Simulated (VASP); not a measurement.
# C (Cmmm) in VASP: a series of runs

The runs below take C through single point, with PBE+D3(BJ).

All numbers are computed with VASP 6.6.1; they aren't measurements. Logs are shortened: lines on timing, memory, paths and dates and some standing lists are left out, and cuts for length are marked.

## Step 1: The cell of the first run

It takes space group Cmmm (No. 65, orthorhombic). Conventional cell: a = 2.485 Å, b = 4.304 Å, c = 3.602 Å, α = 90.00°, β = 90.00°, γ = 90.00°. Within 1.8 Å of C (site symmetry m2m) lie 3 C at 1.31 to 1.50 Å.

## Step 2: Single point, PBE+D3(BJ) (atoms displaced along a vibrational mode, the cell strained)

INCAR reads:

```
  PREC = Accurate
  ENCUT = 520
  EDIFF = 1E-6
  ISMEAR = 0
  SIGMA = 0.15
  LREAL = F
  LASPH = T
  NELM = 80
  ALGO = Normal
  ISIF = 2
  LWAVE = F
  LCHARG = F
  GGA = PE
  IVDW = 12
  NBANDS = 11
```

KPOINTS reads:

```
regular mesh
0
Gamma
  21 21 12
```

POSCAR reads:

```
C
1.0
    2.4851167323      0.0000000000      0.0000000000
   -1.2425583661      2.1521742215      0.0000000000
    0.0000000000      0.0000000000      3.6016171223
C
2
Direct
    0.3473884222      0.6947768445      0.0000000000
    0.6526115778      0.3052231555      0.0000000000
```

Potentials or basis: VASP PAW PBE potentials, release 64 (C).

Started as:

```console
> cat potpaw_PBE.64/C/POTCAR > POTCAR
> mpirun -np 1 vasp_std > vasp.out
```

OUTCAR:

```text
PREC = Accurate
   ENCUT = 520
   EDIFF = 1E-6
   ISMEAR = 0
   LREAL = F
   LASPH = T
   NELM = 80
   ISIF = 2
   GGA = PE
   IVDW = 12
 IVDW          = 12

 ion  position               nearest neighbor table
   1  0.347  0.695  0.000-   2 1.31   2 1.50   2 1.50
   2  0.653  0.305  0.000-   1 1.31   1 1.50   1 1.50

  LATTYP: Found a hexagonal cell.
 ALAT       =     2.4851167323
 C/A-ratio  =     1.4492748270

  Lattice vectors:

 A1 = (   2.4851167323,   0.0000000000,   0.0000000000)
 A2 = (  -1.2425583661,   2.1521742215,   0.0000000000)
 A3 = (   0.0000000000,   0.0000000000,   3.6016171223)

Analysis of symmetry for initial positions (statically):
=====================================================================
 Subroutine PRICEL returns:
 Original cell was already a primitive cell.

 Routine SETGRP: Setting up the symmetry group for a
 hexagonal supercell.

 Subroutine GETGRP returns: Found  8 space group operations
 (whereof  8 operations were pure point group operations)
 out of a pool of 24 trial point group operations.

The static configuration has the point symmetry D_2h.

Analysis of symmetry for dynamics (positions and initial velocities):
=====================================================================
 Subroutine PRICEL returns:
 Original cell was already a primitive cell.

 Routine SETGRP: Setting up the symmetry group for a
 hexagonal supercell.

 Subroutine GETGRP returns: Found  8 space group operations
 (whereof  8 operations were pure point group operations)
 out of a pool of 24 trial point group operations.

The dynamic configuration has the point symmetry D_2h.

 Subroutine INISYM returns: Found  8 space group operations
 (whereof  8 operations are pure point group operations),
 and found     1 'primitive' translations

----------------------------------------------------------------------------------------

                                     Primitive cell

  volume of cell :      19.2629

  direct lattice vectors                    reciprocal lattice vectors
     2.485116732  0.000000000  0.000000000     0.402395584  0.232323199  0.000000000
    -1.242558366  2.152174222  0.000000000     0.000000000  0.464646398  0.000000000
     0.000000000  0.000000000  3.601617122     0.000000000  0.000000000  0.277653056

  length of vectors
     2.485116732  2.485116732  3.601617122     0.464646398  0.464646398  0.277653056

  position of ions in fractional coordinates (direct lattice)
     0.347388422  0.694776844  0.000000000
     0.652611578  0.305223156  0.000000000

  ion indices of the primitive-cell ions
   primitive index   ion index
                 1           1
                 2           2

----------------------------------------------------------------------------------------

 KPOINTS: regular mesh

Automatic generation of k-mesh.
 Grid dimensions read from file:
 generate k-points for:   21   21   12

 Generating k-lattice:

  Cartesian coordinates                     Fractional coordinates (reciprocal lattice)
     0.019161694  0.011063009  0.000000000     0.047619048 -0.000000000  0.000000000
     0.000000000  0.022126019  0.000000000     0.000000000  0.047619048  0.000000000
     0.000000000  0.000000000  0.023137755     0.000000000  0.000000000  0.083333333

  Length of vectors
     0.022126019  0.022126019  0.023137755

  Shift w.r.t. Gamma in fractional coordinates (k-lattice)
     0.000000000  0.000000000  0.000000000

 Subroutine IBZKPT returns following result:
 ===========================================

 Found    847 irreducible k-points:

 Following reciprocal coordinates:
            Coordinates               Weight
  0.000000  0.000000  0.000000      1.000000
  0.047619  0.000000  0.000000      4.000000
  0.000000  0.047619  0.000000      2.000000
  0.095238  0.000000  0.000000      4.000000
  0.000000  0.095238  0.000000      2.000000
  0.142857 -0.000000  0.000000      4.000000
[... 16 lines left out ...]
 -0.095238  0.047619  0.000000      2.000000
  0.095238  0.047619  0.000000      4.000000
 [... further k-points ...]
   k-points           NKPTS =    847   k-points in BZ     NKDIM =    847   number of bands    NBANDS=     11
   number of dos      NEDOS =    301   number of ions     NIONS =      2
   total plane-waves  NPLWV =   9072
   dimension x,y,z NGX =    18 NGY =   18 NGZ =   28
   dimension x,y,z NGXF=    36 NGYF=   36 NGZF=   56
   ions per type =               2
   NGX,Y,Z   is equivalent  to a cutoff of  12.04, 12.04, 12.92 a.u.
   NGXF,Y,Z  is equivalent  to a cutoff of  24.08, 24.08, 25.85 a.u.
 SYSTEM =  unknown system
   PREC   = accura    normal or accurate (medium, high low for compatibility)
   ISTART =      0    job   : 0-new  1-cont  2-samecut
   ICHARG =      2    charge: 1-file 2-atom 10-const
   ISPIN  =      1    spin polarized calculation?
   LNONCOLLINEAR =      F non collinear calculations
   LSORBIT =      F    spin-orbit coupling
   LASPH  =      T    aspherical Exc in radial PAW
   ENCUT  =  520.0 eV  38.22 Ry    6.18 a.u.   4.62  4.62  6.70*2*pi/ulx,y,z
   NELM   =     80;   NELMIN=  2; NELMDL= -5     # of ELM steps
   EDIFF  = 0.1E-05   stopping-criterion for ELM
   LREAL  =      F    real-space projection
   EDIFFG = 0.1E-04   stopping-criterion for IOM
   NSW    =      0    number of steps for IOM
   IBRION =     -1    ionic relax: 0-MD 1-quasi-New 2-CG
   NFREE  =      0    steps in history (QN), initial steepest desc. (CG)
   ISIF   =      2    stress and relaxation
   ISYM   =      2    0-nonsym 1-usesym 2-fastsym
   POTIM  = 0.5000    time-step for ionic-motion
   TEBEG  =    0.0;   TEEND  =   0.0 temperature during run
   PSTRESS=    0.0 pullay stress
   NELECT =       8.0000    total number of electrons
   NUPDOWN=      -1.0000    fix difference up-down
   EMIN   =  10.00;   EMAX   =-10.00  energy-range for DOS
   EFERMI =   0.00;   METHOD = LEGACY
   ISMEAR =     0;   SIGMA  =   0.15  broadening in eV -4-tet -1-fermi 0-gaus
   EFERMI_NEDOS =   21; number of points for ismear=-14 and -15
   IALGO  =     38    algorithm
   IMIX   =      4    mixing-type and parameters
     AMIX     =   0.40;   BMIX     =  1.00
     AMIX_MAG =   1.60;   BMIX_MAG =  1.00
  volume/ion in A,a.u.               =       9.63        65.00
  Fermi-wavevector in a.u.,A,eV,Ry     =   1.221418  2.308145 20.298007  1.491861
  Thomas-Fermi vector in A             =   2.356601
   LORBIT       =      0    0 simple, 1 ext, 2 COOP (PROOUT), +10 PAW based schemes
   GGA     = PE    functional components
   LHFCALC =     F    Hartree Fock is set to
   AEXX    =    0.0000 exact exchange contribution
   IVDW    =    12    specifies the selected vdW correction
   LEPSILON=     F    determine dielectric tensor
   LRPA    =     F    only Hartree local field effects (RPA)
 non-spin polarized calculation
 Gauss-broadening in eV      SIGMA  =   0.15
  energy-cutoff  :      520.00
  volume of cell :       19.26
 maximum number of plane-waves:       530
   NGX =  9   NGY =  9   NGZ = 13

 number of electron       8.0000000 magnetization

 Free energy of the ion-electron system (eV)
  ---------------------------------------------------
  ext. energy  EPLUGINS =         0.00000000
  ---------------------------------------------------
  free energy    TOTEN  =       -18.01871974 eV

  energy without entropy =      -18.01811798  energy(sigma->0) =      -18.01841886

 E-fermi :   3.7358     XC(G=0):  -9.7639

 val. band max:        3.7352036155   @ k =  -0.2857  -0.3810   0.0000
 cond. band min:       3.7421511614   @ k =  -0.0476  -0.4762   0.5000
 fundamental gap:      0.0069475459
 Fermi energy:         3.7357575373

 k-point     1 :       0.0000    0.0000    0.0000
  band No.  band energies     occupation
      1     -15.4856      2.00000
      2      -2.8334      2.00000
      3      -0.7336      2.00000
      4       2.7365      2.00000
      5       7.8305      0.00000
      6       9.8205      0.00000
      7      13.9234      0.00000
      8      15.3589      0.00000
      9      16.3282      0.00000
     10      25.7644      0.00000
     11      26.8176      0.00000

 k-point     2 :       0.0476    0.0000    0.0000
  band No.  band energies     occupation
      1     -15.4326      2.00000
      2      -2.7741      2.00000
      3      -0.8436      2.00000
      4       2.4864      2.00000
      5       7.8924      0.00000
      6       9.9177      0.00000
      7      14.1633      0.00000
      8      15.1983      0.00000
      9      16.3739      0.00000
     10      25.9260      0.00000
     11      26.7073      0.00000

 k-point     3 :       0.0000    0.0476    0.0000
  band No.  band energies     occupation
      1     -15.4337      2.00000
      2      -2.7701      2.00000
      3      -0.8963      2.00000
      4       2.5355      2.00000
      5       7.8963      0.00000
      6      10.1367      0.00000
      7      13.8377      0.00000
      8      15.1528      0.00000
      9      16.4449      0.00000
     10      25.9687      0.00000
     11      26.8421      0.00000

 k-point     4 :       0.0952    0.0000    0.0000
  band No.  band energies     occupation
      1     -15.2738      2.00000
      2      -2.5970      2.00000
      3      -1.1637      2.00000
      4       1.8219      2.00000
      5       8.0816      0.00000
      6      10.1501      0.00000
      7      14.7319      0.00000
      8      14.8299      0.00000
      9      16.5382      0.00000
     10      26.3525      0.00000
     11      26.3568      0.00000
[... 239 lines left out ...]
 k-point    22 :       0.0476    0.0476    0.0000
  band No.  band energies     occupation
      1     -15.3289      2.00000
      2      -2.6477      2.00000
      3      -1.1584      2.00000
      4       2.1257      2.00000
      5       8.0260      0.00000
      6      10.4845      0.00000
      7      13.9974      0.00000
      8      14.7992      0.00000
      9      16.6232      0.00000
     10      26.3059      0.00000
     11      26.7316      0.00000

 k-point    23 :      -0.0952    0.0476    0.0000
  band No.  band energies     occupation
      1     -15.3256      2.00000
      2      -2.6599      2.00000
      3      -1.0085      2.00000
      4       1.9851      2.00000
      5       8.0115      0.00000
      6       9.9141      0.00000
      7      14.9165      0.00000
      8      14.9285      0.00000
      9      16.3822      0.00000
     10      26.1825      0.00000
     11      26.3282      0.00000

 k-point    24 :       0.0952    0.0476    0.0000
  band No.  band energies     occupation
      1     -15.1187      2.00000
      2      -2.4086      2.00000
      3      -1.6042      2.00000
      4       1.3792      2.00000
      5       8.2869      0.00000
      6      10.8151      0.00000
      7      14.1738      0.00000
      8      14.5923      0.00000
      9      16.9785      0.00000
     10      26.3225      0.00000
     11      26.8053      0.00000

 [... further k-points ...]

------------------------ aborting loop because EDIFF is reached ----------------------------------------

 Edisp (eV)   -0.28618

 E8    (eV) :    -0.0803

  FORCE on cell =-STRESS in cart. coord.  units (eV):
  Direction    XX          YY          ZZ          XY          YZ          ZX
  --------------------------------------------------------------------------------------
  -------------------------------------------------------------------------------------
  Total      -1.32654     1.56319    -0.04764     0.00000     0.00000     0.00000
  in kB    -110.33381   130.01730    -3.96272     0.00000     0.00000     0.00000
  external pressure =        5.24 kB  Pullay stress =        0.00 kB

 VOLUME and BASIS-vectors are now :
 -----------------------------------------------------------------------------
  energy-cutoff  :      520.00
  volume of cell :       19.26
      direct lattice vectors                 reciprocal lattice vectors
     2.485116732  0.000000000  0.000000000     0.402395584  0.232323199  0.000000000
    -1.242558366  2.152174222  0.000000000     0.000000000  0.464646398  0.000000000
     0.000000000  0.000000000  3.601617122     0.000000000  0.000000000  0.277653056

 POSITION                                       TOTAL-FORCE (eV/Angst)
 -----------------------------------------------------------------------------------
     -0.00000      1.49528      0.00000        -0.000000     -6.992349      0.000000
      1.24256      0.65689      0.00000         0.000000      6.992349      0.000000
 -----------------------------------------------------------------------------------
    total drift:                                0.000000      0.000000     -0.000000

  FREE ENERGIE OF THE ION-ELECTRON SYSTEM (eV)
  ---------------------------------------------------
  free  energy   TOTEN  =       -18.3048990684 eV

  energy  without entropy=      -18.3042973107  energy(sigma->0) =      -18.30459819
```

Run time: 1.9 min. Hardware: 1 thread of Intel Xeon Platinum 8259CL at 2.50GHz (Skylake/Cascade Lake), shared host; peak memory 0.25 GiB.

What came out:

* Free energy: -18.3049 eV
* Pressure: 0.5 GPa
* Largest force: 6.992 eV/Å
* Band gap on the k mesh: zero (bands 4 and 5 overlap by 0.80 eV)
* Dispersion energy per atom: -0.143 eV

Forces on the atoms (eV/Å):
```
C    0.000 -6.992  0.000
C    0.000  6.992  0.000
```

Stress tensor (GPa, compression positive):
```
-11.03   0.00   0.00
  0.00  13.00   0.00
  0.00   0.00  -0.40
```

Levels at points of the mesh, in eV from the Fermi level:
| k point | band 1 | band 2 | band 3 | band 4 | band 5 | band 6 | band 7 | band 8 | band 9 |
| --- | --- | --- | --- | --- | --- | --- | --- | --- | --- |
| (0.00, 0.00, 0.00) | -19.22 | -6.57 | -4.47 | -1.00 | 4.09 | 6.08 | 10.19 | 11.62 | 12.59 |
| (0.00, 0.00, 0.50) | -19.05 | -7.93 | -4.45 | -0.98 | 6.13 | 9.24 | 10.28 | 11.38 | 12.80 |

Caveat: the cell differs from its parent crystal (atoms displaced along a vibrational mode, the cell strained); forces of over 1 eV/Å act on the atoms, so gaps and moduli don't describe the material at rest.

[end of part 1 of 3]
